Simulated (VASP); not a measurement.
A run of VASP 6.6.1:

INCAR

```
SYSTEM = Si
ALGO = Normal
EDIFF = 1E-7
ENCUT = 520
GGA = CA
ISIF = 2
ISMEAR = 0
LASPH = .True.
LCHARG = .False.
LREAL = .False.
LWAVE = .False.
NBANDS = 11
NELM = 100
PREC = Accurate
SIGMA = 0.05
```

The input KPOINTS:

```
k-points
0
Gamma
  12 12 12
  0 0 0
```

POSCAR

```
Si
1.0
    0.0000000000      2.7991231080      2.3333490228
    2.7991231080      0.0000000000      2.3333490228
    2.7991231080      2.7991231080      0.0000000000
Si
2
Direct
    0.5000000000      0.5000000000      0.5000000000
    0.7500000000      0.7500000000      0.7500000000
```

Potentials or basis: VASP PAW LDA potentials, release 64 (Si).

The run is started by

```console
$ cat potpaw_LDA.64/Si/POTCAR > POTCAR
$ mpirun -np 1 vasp_std > vasp.out
```

Hardware: 1 thread of Intel(R) Xeon(R) Platinum 8375C CPU @ 2.90GHz (Ice Lake), on a shared host.

Problem. Estimate the wall time of this run.

Solution. It took 38 s on 1 thread of Intel(R) Xeon(R) Platinum 8375C CPU @ 2.90GHz (Ice Lake), with other jobs on the host, peak memory 0.17 GiB. Counts: scf iterations 12, k points 163.
